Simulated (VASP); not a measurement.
# TePb (Fm-3m) in VASP: single point with LDA

Aim: the single point of TePb with LDA.

Everything below comes from runs of VASP 6.6.1. Logs are shortened: lines on timing, memory, paths and dates and some standing lists are left out, and cuts for length are marked.

**1. The cell of the first run**

Symmetry: Fm-3m, No. 225, cubic system. The conventional cell has a = 6.382 Å, b = 6.382 Å, c = 6.382 Å, α = 90.00°, β = 90.00°, γ = 90.00°. Within 4.2 Å of Te (site symmetry m-3m) lie 6 Pb at 3.19 Å. Within 4.2 Å of Pb (site symmetry m-3m) lie 6 Te at 3.19 Å.

**2. Single point, LDA**

INCAR reads:

```
SYSTEM = TePb
PREC = Accurate
ENCUT = 520
EDIFF = 1E-7
ISMEAR = -1
SIGMA = 0.05
LREAL = .FALSE.
LASPH = .TRUE.
NELM = 100
ALGO = Normal
ISIF = 2
LWAVE = .FALSE.
LCHARG = .FALSE.
GGA = CA
NBANDS = 17
```

KPOINTS reads:

```
regular mesh
0
G
  13 13 13
  0 0 0
```

POSCAR reads:

```
TePb
1.0
    0.0000000000      3.1908807634      3.1908807634
    3.1908807634      0.0000000000      3.1908807634
    3.1908807634      3.1908807634      0.0000000000
Te Pb
1 1
Direct
    0.5000000000      0.5000000000      0.5000000000
    0.0000000000      0.0000000000      0.0000000000
```

Potentials or basis: VASP PAW LDA potentials, release 64 (Te, Pb_d).

Run with:

```bash
$ cat potpaw_LDA.64/Te/POTCAR potpaw_LDA.64/Pb_d/POTCAR > POTCAR
$ mpirun -np 1 vasp_std > vasp.out
```

OUTCAR:

```text
SYSTEM = TePb
   PREC = Accurate
   ENCUT = 520
   EDIFF = 1E-7
   ISMEAR = -1
   LREAL = .FALSE.
   LASPH = .TRUE.
   NELM = 100
   ISIF = 2
   GGA = CA

 ion  position               nearest neighbor table
   1  0.500  0.500  0.500-   2 3.19   2 3.19   2 3.19   2 3.19   2 3.19   2 3.19
   2  0.000  0.000  0.000-   1 3.19   1 3.19   1 3.19   1 3.19   1 3.19   1 3.19

  LATTYP: Found a face centered cubic cell.
 ALAT       =     6.3817615268

  Lattice vectors:

 A1 = (   0.0000000000,   3.1908807634,   3.1908807634)
 A2 = (   3.1908807634,   0.0000000000,   3.1908807634)
 A3 = (   3.1908807634,   3.1908807634,   0.0000000000)

Analysis of symmetry for initial positions (statically):
=====================================================================
 Subroutine PRICEL returns:
 Original cell was already a primitive cell.

 Routine SETGRP: Setting up the symmetry group for a
 face centered cubic supercell.

 Subroutine GETGRP returns: Found 48 space group operations
 (whereof 48 operations were pure point group operations)
 out of a pool of 48 trial point group operations.

The static configuration has the point symmetry O_h .

Analysis of symmetry for dynamics (positions and initial velocities):
=====================================================================
 Subroutine PRICEL returns:
 Original cell was already a primitive cell.

 Routine SETGRP: Setting up the symmetry group for a
 face centered cubic supercell.

 Subroutine GETGRP returns: Found 48 space group operations
 (whereof 48 operations were pure point group operations)
 out of a pool of 48 trial point group operations.

The dynamic configuration has the point symmetry O_h .

 Subroutine INISYM returns: Found 48 space group operations
 (whereof 48 operations are pure point group operations),
 and found     1 'primitive' translations

----------------------------------------------------------------------------------------

                                     Primitive cell

  volume of cell :      64.9773

  direct lattice vectors                    reciprocal lattice vectors
     0.000000000  3.190880763  3.190880763    -0.156696548  0.156696548  0.156696548
     3.190880763  0.000000000  3.190880763     0.156696548 -0.156696548  0.156696548
     3.190880763  3.190880763  0.000000000     0.156696548  0.156696548 -0.156696548

  length of vectors
     4.512586852  4.512586852  4.512586852     0.271406382  0.271406382  0.271406382

  position of ions in fractional coordinates (direct lattice)
     0.500000000  0.500000000  0.500000000
     0.000000000  0.000000000  0.000000000

  ion indices of the primitive-cell ions
   primitive index   ion index
                 1           1
                 2           2

----------------------------------------------------------------------------------------

 KPOINTS: regular mesh

Automatic generation of k-mesh.
 Grid dimensions read from file:
 generate k-points for:   13   13   13

 Generating k-lattice:

  Cartesian coordinates                     Fractional coordinates (reciprocal lattice)
    -0.012053581  0.012053581  0.012053581     0.076923077  0.000000000  0.000000000
     0.012053581 -0.012053581  0.012053581     0.000000000  0.076923077  0.000000000
     0.012053581  0.012053581 -0.012053581     0.000000000  0.000000000  0.076923077

  Length of vectors
     0.020877414  0.020877414  0.020877414

  Shift w.r.t. Gamma in fractional coordinates (k-lattice)
     0.000000000  0.000000000  0.000000000

 Subroutine IBZKPT returns following result:
 ===========================================

 Found     84 irreducible k-points:

 Following reciprocal coordinates:
            Coordinates               Weight
  0.000000  0.000000  0.000000      1.000000
  0.076923  0.000000  0.000000      8.000000
  0.153846  0.000000  0.000000      8.000000
  0.230769  0.000000  0.000000      8.000000
  0.307692  0.000000  0.000000      8.000000
  0.384615  0.000000  0.000000      8.000000
[... 16 lines left out ...]
  0.384615  0.153846  0.000000     24.000000
  0.461538  0.153846  0.000000     24.000000
 [... further k-points ...]
   k-points           NKPTS =     84   k-points in BZ     NKDIM =     84   number of bands    NBANDS=     17
   number of dos      NEDOS =    301   number of ions     NIONS =      2
   total plane-waves  NPLWV =  46656
   dimension x,y,z NGX =    36 NGY =   36 NGZ =   36
   dimension x,y,z NGXF=    72 NGYF=   72 NGZF=   72
   ions per type =               1   1
   NGX,Y,Z   is equivalent  to a cutoff of  13.26, 13.26, 13.26 a.u.
   NGXF,Y,Z  is equivalent  to a cutoff of  26.53, 26.53, 26.53 a.u.
 SYSTEM =  TePb
   PREC   = accura    normal or accurate (medium, high low for compatibility)
   ISTART =      0    job   : 0-new  1-cont  2-samecut
   ICHARG =      2    charge: 1-file 2-atom 10-const
   ISPIN  =      1    spin polarized calculation?
   LNONCOLLINEAR =      F non collinear calculations
   LSORBIT =      F    spin-orbit coupling
   LASPH  =      T    aspherical Exc in radial PAW
   ENCUT  =  520.0 eV  38.22 Ry    6.18 a.u.   8.39  8.39  8.39*2*pi/ulx,y,z
   NELM   =    100;   NELMIN=  2; NELMDL= -5     # of ELM steps
   EDIFF  = 0.1E-06   stopping-criterion for ELM
   LREAL  =      F    real-space projection
   EDIFFG = 0.1E-05   stopping-criterion for IOM
   NSW    =      0    number of steps for IOM
   IBRION =     -1    ionic relax: 0-MD 1-quasi-New 2-CG
   NFREE  =      0    steps in history (QN), initial steepest desc. (CG)
   ISIF   =      2    stress and relaxation
   ISYM   =      2    0-nonsym 1-usesym 2-fastsym
   POTIM  = 0.5000    time-step for ionic-motion
   TEBEG  =    0.0;   TEEND  =   0.0 temperature during run
   PSTRESS=    0.0 pullay stress
   NELECT =      20.0000    total number of electrons
   NUPDOWN=      -1.0000    fix difference up-down
   EMIN   =  10.00;   EMAX   =-10.00  energy-range for DOS
   EFERMI =   0.00;   METHOD = LEGACY
   ISMEAR =    -1;   SIGMA  =   0.05  broadening in eV -4-tet -1-fermi 0-gaus
   EFERMI_NEDOS =   21; number of points for ismear=-14 and -15
   IALGO  =     38    algorithm
   IMIX   =      4    mixing-type and parameters
     AMIX     =   0.40;   BMIX     =  1.00
     AMIX_MAG =   1.60;   BMIX_MAG =  1.00
  volume/ion in A,a.u.               =      32.49       219.24
  Fermi-wavevector in a.u.,A,eV,Ry     =   1.105344  2.088798 16.623409  1.221786
  Thomas-Fermi vector in A             =   2.241830
   LORBIT       =      0    0 simple, 1 ext, 2 COOP (PROOUT), +10 PAW based schemes
   GGA     = CA    functional components
   LHFCALC =     F    Hartree Fock is set to
   AEXX    =    0.0000 exact exchange contribution
   IVDW    =     0    specifies the selected vdW correction
   LEPSILON=     F    determine dielectric tensor
   LRPA    =     F    only Hartree local field effects (RPA)
 non-spin polarized calculation
  energy-cutoff  :      520.00
  volume of cell :       64.98
 maximum number of plane-waves:      1807
 NGX is ok and might be reduce to    36
   NGX = 17   NGY = 17   NGZ = 17

 number of electron      19.9999999 magnetization

 Free energy of the ion-electron system (eV)
  ---------------------------------------------------
  ext. energy  EPLUGINS =         0.00000000
  ---------------------------------------------------
  free energy    TOTEN  =        -8.77504492 eV

  energy without entropy =       -8.77503544  energy(sigma->0) =       -8.77504018

 E-fermi :   6.2164     XC(G=0):  -9.7395

 val. band max:        5.8760786022   @ k =   0.4615   0.0000   0.0000
 cond. band min:       6.5413741776   @ k =   0.4615   0.0000   0.0000
 fundamental gap:      0.6652955754
 Fermi energy:         6.2164061847

 k-point     1 :       0.0000    0.0000    0.0000
  band No.  band energies     occupation
      1     -10.8243      2.00000
      2     -10.8243      2.00000
      3     -10.8075      2.00000
      4     -10.8075      2.00000
      5     -10.8075      2.00000
      6      -6.4607      2.00000
[... 9 lines left out ...]
     16      11.6077      0.00000
     17      13.0463      0.00000

 k-point     2 :       0.0769    0.0000    0.0000
  band No.  band energies     occupation
      1     -10.8251      2.00000
      2     -10.8251      2.00000
      3     -10.8073      2.00000
      4     -10.8065      2.00000
      5     -10.8065      2.00000
      6      -6.4070      2.00000
[... 9 lines left out ...]
     16      11.7267      0.00000
     17      13.5594      0.00000

 k-point     3 :       0.1538    0.0000    0.0000
  band No.  band energies     occupation
      1     -10.8276      2.00000
      2     -10.8276      2.00000
      3     -10.8068      2.00000
      4     -10.8036      2.00000
      5     -10.8036      2.00000
      6      -6.2479      2.00000
[... 9 lines left out ...]
     16      12.0541      0.00000
     17      14.6361      0.00000

 k-point     4 :       0.2308    0.0000    0.0000
  band No.  band energies     occupation
      1     -10.8316      2.00000
      2     -10.8316      2.00000
      3     -10.8063      2.00000
      4     -10.7992      2.00000
      5     -10.7992      2.00000
      6      -5.9903      2.00000
[... 9 lines left out ...]
     16      12.5671      0.00000
     17      15.9306      0.00000

 k-point     5 :       0.3077    0.0000    0.0000
  band No.  band energies     occupation
      1     -10.8360      2.00000
      2     -10.8360      2.00000
      3     -10.8058      2.00000
      4     -10.7942      2.00000
      5     -10.7942      2.00000
      6      -5.6512      2.00000
[... 9 lines left out ...]
     16      13.2504      0.00000
     17      16.9790      0.00000

 k-point     6 :       0.3846    0.0000    0.0000
  band No.  band energies     occupation
      1     -10.8398      2.00000
      2     -10.8398      2.00000
      3     -10.8054      2.00000
      4     -10.7899      2.00000
      5     -10.7899      2.00000
      6      -5.2730      2.00000
[... 9 lines left out ...]
     16      14.0740      0.00000
     17      16.5778      0.00000

 k-point     7 :       0.4615    0.0000    0.0000
  band No.  band energies     occupation
      1     -10.8419      2.00000
      2     -10.8419      2.00000
      3     -10.8053      2.00000
      4     -10.7875      2.00000
      5     -10.7875      2.00000
      6      -4.9732      2.00000
[... 9 lines left out ...]
     16      14.9174      0.00000
     17      15.4892      0.00000

 k-point     8 :       0.0769    0.0769    0.0000
  band No.  band energies     occupation
      1     -10.8272      2.00000
      2     -10.8235      2.00000
      3     -10.8082      2.00000
      4     -10.8058      2.00000
      5     -10.8058      2.00000
      6      -6.3891      2.00000
[... 9 lines left out ...]
     16      11.9475      0.00000
     17      13.6565      0.00000
[... 203 lines left out ...]
      1     -10.8278      2.00000
      2     -10.8251      2.00000
      3     -10.8073      2.00000
      4     -10.8055      2.00000
      5     -10.8040      2.00000
      6      -6.3181      2.00000
[... 9 lines left out ...]
     16      12.2128      0.00000
     17      13.9269      0.00000

 k-point    20 :       0.1538    0.1538    0.0000
  band No.  band energies     occupation
      1     -10.8363      2.00000
      2     -10.8214      2.00000
      3     -10.8100      2.00000
      4     -10.8011      2.00000
      5     -10.8011      2.00000
      6      -6.1767      2.00000
[... 9 lines left out ...]
     16      12.8078      0.00000
     17      14.1461      0.00000

 k-point    21 :       0.2308    0.1538    0.0000
  band No.  band energies     occupation
      1     -10.8427      2.00000
      2     -10.8216      2.00000
      3     -10.8106      2.00000
      4     -10.7980      2.00000
      5     -10.7972      2.00000
      6      -5.9875      2.00000
[... 9 lines left out ...]
     16      13.3541      0.00000
     17      14.5191      0.00000

 k-point    22 :       0.3077    0.1538    0.0000
  band No.  band energies     occupation
      1     -10.8487      2.00000
      2     -10.8243      2.00000
      3     -10.8096      2.00000
      4     -10.7950      2.00000
      5     -10.7923      2.00000
      6      -5.7085      2.00000
[... 9 lines left out ...]
     16      14.0022      0.00000
     17      15.5015      0.00000

 k-point    23 :       0.3846    0.1538    0.0000
  band No.  band energies     occupation
      1     -10.8529      2.00000
      2     -10.8285      2.00000
      3     -10.8075      2.00000
      4     -10.7927      2.00000
      5     -10.7881      2.00000
      6      -5.3650      2.00000
[... 9 lines left out ...]
     16      14.7736      0.00000
     17      16.1625      0.00000

 k-point    24 :       0.4615    0.1538    0.0000
  band No.  band energies     occupation
      1     -10.8544      2.00000
      2     -10.8330      2.00000
      3     -10.8049      2.00000
      4     -10.7912      2.00000
      5     -10.7857      2.00000
      6      -5.0176      2.00000
[... 9 lines left out ...]
     16      15.4098      0.00000
     17      15.4873      0.00000

 [... further k-points ...]
[... 5 lines left out ...]
  --------------------------------------------------------------------------------------
  -------------------------------------------------------------------------------------
  Total        0.0129817      0.0129817      0.0129817     -0.0000000      0.0000000      0.0000000
  in kB        0.3200971      0.3200971      0.3200971     -0.0000000      0.0000000      0.0000000
  external PRESSURE =       0.3200971 kB  Pullay stress =       0.0000000 kB

 VOLUME and BASIS-vectors are now :
 -----------------------------------------------------------------------------
  energy-cutoff  :      520.00
  volume of cell :       64.98
      direct lattice vectors                 reciprocal lattice vectors
     0.000000000  3.190880763  3.190880763    -0.156696548  0.156696548  0.156696548
     3.190880763  0.000000000  3.190880763     0.156696548 -0.156696548  0.156696548
     3.190880763  3.190880763  0.000000000     0.156696548  0.156696548 -0.156696548

 POSITION                                       TOTAL-FORCE (eV/Angst)
 -----------------------------------------------------------------------------------
      3.19088      3.19088      3.19088        -0.000000      0.000000     -0.000000
      0.00000      0.00000      0.00000         0.000000      0.000000      0.000000
 -----------------------------------------------------------------------------------
    total drift:                               -0.000000      0.000000      0.000000

  FREE ENERGIE OF THE ION-ELECTRON SYSTEM (eV)
  ---------------------------------------------------
  free  energy   TOTEN  =        -8.7750449250 eV

  energy  without entropy=       -8.7750354373  energy(sigma->0) =       -8.77504018
```

Run time: 91 s. Hardware: 1 thread of Intel Xeon Platinum 8259CL at 2.50GHz (Skylake/Cascade Lake), shared host; peak memory 0.23 GiB.

What came out:

| Quantity | Value |
| --- | --- |
| Free energy | -8.7750 eV |
| Pressure | 0.0 GPa |

Caveat: this odd mesh misses L, where the gap lies, so gap, dielectric constants and Born charges aren't listed; spin-orbit coupling is left out, which moves the levels of the heavy elements.
